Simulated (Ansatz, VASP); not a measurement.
BN in VASP and in Ansatz

```
B N
1.0
     2.55394    0.00000    0.00000
    -1.27697    2.21178    0.00000
     0.00000    0.00000    4.22685
B N
2 2
Direct
  0.64483 0.31735 0.99972
  0.31150 0.65068 0.49972
  0.66667 0.33333 0.62528
  0.33333 0.66667 0.12528
```

Change from the starting cell: all B atoms moved -0.050 Å, as atom 1 along Cartesian [1 1 0].

Alike in both runs: task single point; functional PBE; k mesh 12 × 12 × 6; occupations gaussian, width 0.05 eV; no spin polarisation.

```csv
,VASP,Ansatz
version,VASP 6.6.1,Ansatz 0.2.0
potentials or method,"VASP PAW PBE potentials, release 64 (B, N), cutoff 520 eV","scalar-relativistic, plane waves, PAW"
valence electrons in the cell,16,16
```

```tsv
	VASP	Ansatz	Ansatz less VASP
gap on the k mesh at the Fermi level (eV)	5.00	5.01	+0.015
least direct gap on the mesh (eV)	8.00	8.01	+0.007
pressure (GPa)	0.9	0.7	-0.20
traceless stress, the component that is largest in VASP (GPa)	-1.13	-1.09	+0.042
rms of the force components (eV/Å)	0.706	0.703	-0.0028
```

Atom by atom the forces differ by 0.003 eV/Å (rms over components). The functional is the same, so the differences come from potentials, cutoffs and numerics.
